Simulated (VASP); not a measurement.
Crystal: Sb.

```
Sb
1.0
     3.03115    0.00000    0.00000
     0.00000    3.03115    0.00000
     0.00000    0.00000    3.28690
Sb
1
Direct
  0.00000 0.00000 0.00000
```

```yaml
Program: VASP 6.6.1
Task: relaxation of cell and atoms
Functional: PBE
Potentials_or_basis: VASP PAW PBE potentials, release 64 (Sb)
Cutoff: 600 eV
k_mesh: 6 × 6 × 6
Occupations: gaussian, width 0.1 eV
Spin: no spin polarisation
```

At the start: pressure 0.3 GPa; volume 30.20 Å³/atom.

Where does the relaxation end?

Over 5 steps the energy falls by 10.8 meV/atom and the volume is 30.54 Å³/atom (+1.1 %); space group P4/mmm (No. 123, to 0.05 Å).

The path:
```tsv
step	energy change (eV)	largest force (eV/Å)	pressure (GPa)	volume (Å³)
1	0.0000	0.0000	0.32	30.20
2	-0.0096	0.0000	0.09	30.45
3	-0.0108	0.0000	-0.24	30.55
4	-0.0108	0.0000	-0.17	30.53
5	-0.0108	0.0000	-0.20	30.54
```

Final structure:
```cif
data_structure
_symmetry_space_group_name_H-M 'P 1'
_symmetry_Int_Tables_number 1
_cell_length_a 3.0939
_cell_length_b 3.0939
_cell_length_c 3.1903
_cell_angle_alpha 90.000
_cell_angle_beta 90.000
_cell_angle_gamma 90.000
_cell_volume 30.54
loop_
_atom_site_label
_atom_site_type_symbol
_atom_site_fract_x
_atom_site_fract_y
_atom_site_fract_z
_atom_site_occupancy
Sb1 Sb 0.00000 0.00000 0.00000 1
```
